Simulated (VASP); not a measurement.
Here is a VASP 6.6.1 calculation.

Contents of POSCAR:

```
In3Sb
1.0
    4.8369620000      0.0000000000      0.0000000000
    0.0000000000      4.8369620000      0.0000000000
    0.0000000000      0.0000000000      4.8369620000
In Sb
3 1
Direct
    0.5000000000      0.5000000000      0.0000000000
    0.5000000000      0.0000000000      0.5000000000
    0.0000000000      0.5000000000      0.5000000000
    0.0000000000      0.0000000000      0.0000000000
```

File INCAR.step1:

```
  PREC = Accurate
  ENCUT = 520
  ISMEAR = 0
  SIGMA = 0.1
  LREAL = False
  LASPH = True
  NELM = 60
  NBANDS = 30
  GGA = PE
  ALGO = Normal
  EDIFF = 1E-4
  LWAVE = True
  LCHARG = False
```

INCAR.step2

```
  PREC = Accurate
  ENCUT = 520
  EDIFF = 1E-6
  ISMEAR = 0
  SIGMA = 0.1
  LREAL = False
  LASPH = True
  NELM = 60
  ALGO = Normal
  ISIF = 2
  LWAVE = False
  LCHARG = False
  METAGGA = R2SCAN
  LMIXTAU = True
  NBANDS = 30
  ISTART = 1
```

Contents of KPOINTS:

```
Automatic mesh
0
Gamma
  8 8 8
```

Potentials or basis: VASP PAW PBE potentials, release 64 (In_d, Sb).

The run is started by

```console
$ cat potpaw_PBE.64/In_d/POTCAR potpaw_PBE.64/Sb/POTCAR > POTCAR
$ cp INCAR.step1 INCAR
$ mpirun -np 1 vasp_std > vasp.out
$ cp INCAR.step2 INCAR
$ mpirun -np 1 vasp_std > vasp.out
```

Q: Predict the pressure.

A: -1.4 GPa.

Q: What does it give for the band gap on the k mesh?

A: Zero (band 22 reaches 7.25 eV, above the bottom of band 23 at 3.58 eV).

Caveat: the PAW data sets were made with another functional, which shifts forces and pressure a little; spin-orbit coupling is left out, which moves the levels of the heavy elements.
